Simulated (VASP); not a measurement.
**AlGa3N4: single point with LDA**

The system is AlGa3N4.

```
CELL_PARAMETERS angstrom
4.36798 0.06667 0.06667
0.06667 4.36798 0.06667
0.06667 0.06667 4.36798
ATOMIC_POSITIONS crystal
Al 0.00000 0.00000 0.00000
Ga 0.50000 0.50000 0.00000
Ga 0.50000 0.00000 0.50000
Ga 0.00000 0.50000 0.50000
N 0.75481 0.75481 0.24519
N 0.75481 0.24519 0.75481
N 0.24519 0.75481 0.75481
N 0.24519 0.24519 0.24519
```

| Property | Result |
| --- | --- |
| Program | VASP 6.6.1 |
| Task | single point |
| Functional | LDA |
| Potentials or basis | VASP PAW LDA potentials, release 64 (Al, Ga_d, N) |
| Cutoff | 520 eV |
| k mesh | 6 × 6 × 6 |
| Occupations | gaussian, width 0.05 eV |
| Spin | no spin polarisation |

```yaml
Pressure: 10.9 GPa
Largest_force: 0.637 eV/Å
Band_gap_on_the_k_mesh: 2.72 eV
```

Forces in eV/Å, atoms in the order of the input:
```
Al   0.303  0.303  0.303
Ga   0.317  0.317  0.303
Ga   0.317  0.303  0.317
Ga   0.303  0.317  0.317
N   -0.279 -0.279 -0.313
N   -0.279 -0.313 -0.279
N   -0.313 -0.279 -0.279
N   -0.368 -0.368 -0.368
```

Stress tensor (GPa, compression positive):
```
10.93 -7.10 -7.10
-7.10 10.93 -7.10
-7.10 -7.10 10.93
```

Levels at points of the mesh, in eV from the valence-band top:
| k point | band 27 | band 28 | band 29 | band 30 | band 31 | band 32 | band 33 | band 34 | band 35 | band 36 |
| --- | --- | --- | --- | --- | --- | --- | --- | --- | --- | --- |
| (0.00, 0.00, 0.00) | -2.55 | -2.55 | -0.23 | 0.00 | 0.00 | 2.72 | 3.27 | 3.27 | 3.33 | 6.75 |
| (0.50, 0.00, 0.00) | -2.91 | -1.84 | -1.54 | -1.52 | -1.20 | 5.03 | 5.11 | 6.16 | 6.21 | 8.08 |
| (0.50, 0.50, 0.00) | -3.30 | -1.17 | -1.16 | -1.00 | -0.73 | 6.97 | 7.12 | 7.20 | 7.33 | 7.70 |
| (0.50, 0.50, 0.50) | -0.97 | -0.97 | -0.85 | -0.68 | -0.68 | 5.19 | 5.19 | 5.56 | 6.64 | 9.07 |

It took 68 s on 1 thread of Intel(R) Xeon(R) Platinum 8488C (Sapphire Rapids), with other jobs on the host, peak memory 0.21 GiB.

Caveat: the cell stands under pressure.
